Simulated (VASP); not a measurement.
# Sb (P4/mmm) in VASP: a series of runs, part 2 of 2

VASP 6.6.1. The steps go on from the part before.

## Step 3: Single point, r2SCAN (strain +0.1500 x Voigt [0, 1, 0, 0, 0, 0])

POSCAR

```
Sb
1.0
    3.1600000000      0.0000000000      0.0000000000
    0.0000000000      3.6340000000      0.0000000000
    0.0000000000      0.0000000000      3.1600000000
Sb
1
Direct
    0.0000000000      0.0000000000      0.0000000000
```

INCAR.step1

```
PREC = Accurate
ENCUT = 520
ISMEAR = 0
SIGMA = 0.15
LREAL = False
LASPH = True
NELM = 60
NBANDS = 8
GGA = PE
ALGO = Normal
EDIFF = 1E-4
LWAVE = True
LCHARG = False
```

INCAR.step2

```
PREC = Accurate
ENCUT = 520
EDIFF = 1E-7
ISMEAR = 0
SIGMA = 0.15
LREAL = False
LASPH = True
NELM = 60
ALGO = Normal
ISIF = 2
LWAVE = False
LCHARG = False
METAGGA = R2SCAN
LMIXTAU = True
NBANDS = 8
ISTART = 1
```

KPOINTS

```
Automatic mesh
0
Gamma
  16 16 16
```

Potentials or basis: VASP PAW PBE potentials, release 64 (Sb).

The run is started by

```bash
$ cat potpaw_PBE.64/Sb/POTCAR > POTCAR
$ cp INCAR.step1 INCAR
$ mpirun -np 1 vasp_std > vasp.out
$ cp INCAR.step2 INCAR
$ mpirun -np 1 vasp_std > vasp.out
```

OUTCAR:

```text
PREC = Accurate
   ENCUT = 520
   EDIFF = 1E-7
   ISMEAR = 0
   LREAL = False
   LASPH = True
   NELM = 60
   ISIF = 2
   METAGGA = R2SCAN
   ISTART = 1

 ion  position               nearest neighbor table
   1  0.000  0.000  0.000-

  LATTYP: Found a simple tetragonal cell.
 ALAT       =     3.1600000000
 C/A-ratio  =     1.1500000000

  Lattice vectors:

 A1 = (  -3.1600000000,   0.0000000000,   0.0000000000)
 A2 = (   0.0000000000,   0.0000000000,   3.1600000000)
 A3 = (   0.0000000000,   3.6340000000,   0.0000000000)

Analysis of symmetry for initial positions (statically):
=====================================================================
 Subroutine PRICEL returns:
 Original cell was already a primitive cell.

 Routine SETGRP: Setting up the symmetry group for a
 simple tetragonal supercell.

 Subroutine GETGRP returns: Found 16 space group operations
 (whereof 16 operations were pure point group operations)
 out of a pool of 16 trial point group operations.

The static configuration has the point symmetry D_4h.

Analysis of symmetry for dynamics (positions and initial velocities):
=====================================================================
 Subroutine PRICEL returns:
 Original cell was already a primitive cell.

 Routine SETGRP: Setting up the symmetry group for a
 simple tetragonal supercell.

 Subroutine GETGRP returns: Found 16 space group operations
 (whereof 16 operations were pure point group operations)
 out of a pool of 16 trial point group operations.

The dynamic configuration has the point symmetry D_4h.

 Subroutine INISYM returns: Found 16 space group operations
 (whereof 16 operations are pure point group operations),
 and found     1 'primitive' translations

----------------------------------------------------------------------------------------

[... 111 lines left out ...]
  volume/ion in A,a.u.               =      36.29       244.88
  Fermi-wavevector in a.u.,A,eV,Ry     =   0.845561  1.597879  9.727812  0.714974
  Thomas-Fermi vector in A             =   1.960769
   LORBIT       =      0    0 simple, 1 ext, 2 COOP (PROOUT), +10 PAW based schemes
   METAGGA = R2SCAN    functional components
   LHFCALC =     F    Hartree Fock is set to
   AEXX    =    0.0000 exact exchange contribution
   IVDW    =     0    specifies the selected vdW correction
   LEPSILON=     F    determine dielectric tensor
   LRPA    =     F    only Hartree local field effects (RPA)
 non-spin polarized calculation
 Gauss-broadening in eV      SIGMA  =   0.15
  energy-cutoff  :      520.00
  volume of cell :       36.29
 maximum number of plane-waves:      1000
 NGX is ok and might be reduce to    24
   NGX = 11   NGY = 13   NGZ = 11

 number of electron       5.0000000 magnetization

 Free energy of the ion-electron system (eV)
  ---------------------------------------------------
  ext. energy  EPLUGINS =         0.00000000
  ---------------------------------------------------
  free energy    TOTEN  =       -25.37580906 eV

  energy without entropy =      -25.36838212  energy(sigma->0) =      -25.37209559

 E-fermi :   4.7560     XC(G=0):  -9.2331

 val. band max:        4.7537291003   @ k =   0.5000   0.4375   0.5000
 cond. band min:       4.7711106148   @ k =   0.3750   0.3750   0.3125
 fundamental gap:      0.0173815145
 Fermi energy:         4.7560150283

 k-point     1 :       0.0000    0.0000    0.0000
  band No.  band energies     occupation
      1      -6.9485      2.00000
      2       5.6465      0.00000
      3       8.7962      0.00000
      4       8.7962      0.00000
      5      10.2579      0.00000
      6      12.6069      0.00000
      7      13.8562      0.00000
      8      21.6001      0.00000
[... 243 lines left out ...]
 k-point    24 :       0.3125    0.1250    0.0000
  band No.  band energies     occupation
      1      -5.4829      2.00000
      2       2.3473      2.00000
      3       5.6240      0.00000
      4      10.1151      0.00000
      5      12.7919      0.00000
      6      13.9273      0.00000
      7      15.0225      0.00000
      8      18.8326      0.00000

 [... further k-points ...]

------------------------ aborting loop because EDIFF is reached ----------------------------------------

  FORCE on cell =-STRESS in cart. coord.  units (eV):
  Direction    XX          YY          ZZ          XY          YZ          ZX
  --------------------------------------------------------------------------------------
  -------------------------------------------------------------------------------------
  Total       -1.1242296     -2.2476257     -1.1242296      0.0000000      0.0000000      0.0000000
  in kB      -49.6371124    -99.2374259    -49.6371124      0.0000000      0.0000000      0.0000000
  external PRESSURE =     -66.1705502 kB  Pullay stress =       0.0000000 kB

 VOLUME and BASIS-vectors are now :
 -----------------------------------------------------------------------------
  energy-cutoff  :      520.00
  volume of cell :       36.29
      direct lattice vectors                 reciprocal lattice vectors
     3.160000000  0.000000000  0.000000000     0.316455696  0.000000000  0.000000000
     0.000000000  3.634000000  0.000000000     0.000000000  0.275178866  0.000000000
     0.000000000  0.000000000  3.160000000     0.000000000  0.000000000  0.316455696

 POSITION                                       TOTAL-FORCE (eV/Angst)
 -----------------------------------------------------------------------------------
      0.00000      0.00000      0.00000         0.000000      0.000000      0.000000
 -----------------------------------------------------------------------------------
    total drift:                                0.000000      0.000000      0.000000

  FREE ENERGIE OF THE ION-ELECTRON SYSTEM (eV)
  ---------------------------------------------------
  free  energy   TOTEN  =       -25.3758090595 eV

  energy  without entropy=      -25.3683821205  energy(sigma->0) =      -25.37209559
```

OSZICAR.step1:

```text
N       E                     dE             d eps       ncg     rms          rms(c)
DAV:   1     0.515634545814E+01    0.51563E+01   -0.15802E+03  6488   0.399E+02
DAV:   2    -0.374545264258E+01   -0.89018E+01   -0.86000E+01  9208   0.502E+01
DAV:   3    -0.387073760206E+01   -0.12528E+00   -0.12419E+00  7624   0.670E+00
DAV:   4    -0.387140013857E+01   -0.66254E-03   -0.66249E-03 10080   0.593E-01
DAV:   5    -0.387140263721E+01   -0.24986E-05   -0.24986E-05  8104   0.230E-02    0.146E+00
DAV:   6    -0.387287142884E+01   -0.14688E-02   -0.24940E-03  7992   0.259E-01    0.842E-01
DAV:   7    -0.387433605827E+01   -0.14646E-02   -0.52921E-03  7144   0.377E-01    0.738E-02
DAV:   8    -0.387441747569E+01   -0.81417E-04   -0.16379E-04  8928   0.832E-02
   1 F= -.38744175E+01 E0= -.38703824E+01  d E =-.807012E-02
```

It took 99 s on 1 thread of Intel Xeon 6975P-C (Granite Rapids), shared host; peak memory 0.24 GiB.

What came out:

```
Free energy            : -25.3758 eV
Pressure               : -6.6 GPa
Band gap on the k mesh : zero (an odd number of electrons rules out a gap without spin polarisation)
```

Levels at points of the mesh, in eV from the Fermi level:
```
           k point  band 1  band 2  band 3  band 4  band 5  band 6
(0.00, 0.00, 0.00)  -11.70    0.89    4.04    4.04    5.50    7.85
(0.50, 0.00, 0.00)   -9.28   -4.80    2.84    6.02    8.28    9.44
(0.00, 0.50, 0.00)  -10.63   -4.34    4.92    4.92    8.88   11.17
(0.50, 0.50, 0.00)   -8.15   -3.84   -2.19    3.17    6.88   12.46
(0.50, 0.00, 0.50)   -6.64   -2.85   -2.85    3.35    4.78   11.49
(0.50, 0.50, 0.50)   -5.39   -1.99   -1.99   -0.16    4.87    5.92
```

Caveat: the cell differs from its parent crystal (strain +0.1500 x Voigt [0, 1, 0, 0, 0, 0]); the cell stands under tension; the PAW data sets were made with another functional, which shifts forces and pressure a little; spin-orbit coupling is left out, which moves the levels of the heavy elements.
